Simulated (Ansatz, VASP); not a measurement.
# BaTiO3 in VASP and in Ansatz

```
CELL_PARAMETERS angstrom
7.98137 0.00000 0.00000
0.00000 3.99068 0.00000
0.00000 0.00000 3.99068
ATOMIC_POSITIONS crystal
Ba 0.25000 0.50000 0.50000
Ba 0.75000 0.50000 0.50000
Ti 0.00000 0.00000 0.00000
Ti 0.50000 0.00000 0.00000
O 0.25000 0.00000 0.00000
O 0.75000 0.00000 0.00000
O 0.00000 0.50000 0.00000
O 0.50000 0.50000 0.00000
O 0.00000 0.00000 0.50000
O 0.50000 0.00000 0.50000
```

Alike in both runs: task single point; functional r2SCAN; k mesh 4 × 7 × 7; occupations fermi-dirac, width 0.1286 eV; no spin polarisation.

|  | VASP | Ansatz |
| --- | --- | --- |
| version | VASP 6.6.1 | Ansatz 0.2.0 |
| potentials or method | VASP PAW PBE potentials, release 64 (Ba_sv, Ti_sv, O), cutoff 520 eV | PAW plane waves |
| valence electrons in the cell | 80 | 80 |

```csv
,VASP,Ansatz,Ansatz less VASP
pressure (GPa),2.5,0.5,-2.04
```

VASP's potentials were made for PBE, not for r2SCAN. With one functional, cell and mesh, what is left measures potentials, basis and numerics.

Spin-orbit coupling is off throughout.
